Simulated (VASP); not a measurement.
Set up this calculation in VASP 6.6.1, as the native input.

```
Task                   : single point
Functional             : PBE
Potentials or basis    : VASP PAW PBE potentials, release 64 (Mo_sv, S)
Cutoff                 : 520 eV
k mesh                 : 8 × 8 × 2
Occupations            : gaussian, width 0.05 eV
Spin                   : collinear spin, ferromagnetic start
Starting moments       : [1.0, 1.0, 0.0, 0.0, 0.0, 0.0] μB
Fixed moment           : 2 μB
Hubbard terms          : Mo d U = 4.38 eV
Dipole correction      : no
Further INCAR settings : ALGO = Normal; EDIFF = 1e-06; NBANDS = 39
```

The structure of MoS2 lies in POSCAR:

```
MoS2
1.0
    3.1689980500      0.0000000000      0.0000000000
   -1.5844990200      2.7444328200      0.0000000000
    0.0000000000      0.0000000000     12.3240000000
Mo S
2 4
Direct
    0.3333333300      0.6666666700      0.2500000000
    0.6666666700      0.3333333300      0.7500000000
    0.3333333300      0.6666666700      0.6230000000
    0.6666666700      0.3333333300      0.1230000000
    0.3333333300      0.6666666700      0.8770000000
    0.6666666700      0.3333333300      0.3770000000
```

These files were run (other wordings do the same):

INCAR

```
ALGO = Normal ; EDIFF = 1E-6
ENCUT = 520 ; GGA = PE
ISIF = 2 ; ISMEAR = 0
ISPIN = 2 ; LASPH = True
LCHARG = True ; LDAU = True
LDAUJ = 0 0 ; LDAUL = 2 -1
LDAUPRINT = 1 ; LDAUTYPE = 2
LDAUU = 4.38 0 ; LELF = True
LMAXMIX = 4 ; LORBIT = 11
LREAL = False ; LVHAR = True
LWAVE = False ; MAGMOM = 1 1 0 0 0 0
NBANDS = 39 ; NELM = 150
NUPDOWN = 2.0 ; PREC = Accurate
SIGMA = 0.05
```

KPOINTS

```
k-points
0
Gamma
  8 8 2
```

Potentials or basis: VASP PAW PBE potentials, release 64 (Mo_sv, S).

Command:

```sh
$ cat potpaw_PBE.64/Mo_sv/POTCAR potpaw_PBE.64/S/POTCAR > POTCAR
$ mpirun -np 1 vasp_std > vasp.out
```

It gave:

The pressure is 10.7 GPa and the largest force is 0.401 eV/Å. The net moment is 2.00 μB per cell, the site moments are Mo +1.02; S -0.04 μB and the valence electrons inside the program's atomic spheres are Mo 12.39; S 3.72.

Caveat: this functional lacks dispersion, which binds the layers, so the pressure and a relaxed spacing across them are unreliable; the total moment is fixed, so each spin has its own Fermi level.

It took 2 min on 1 thread of AMD EPYC 9R45 96-Core Processor (Zen 5), with other jobs on the host, peak memory 0.29 GiB.
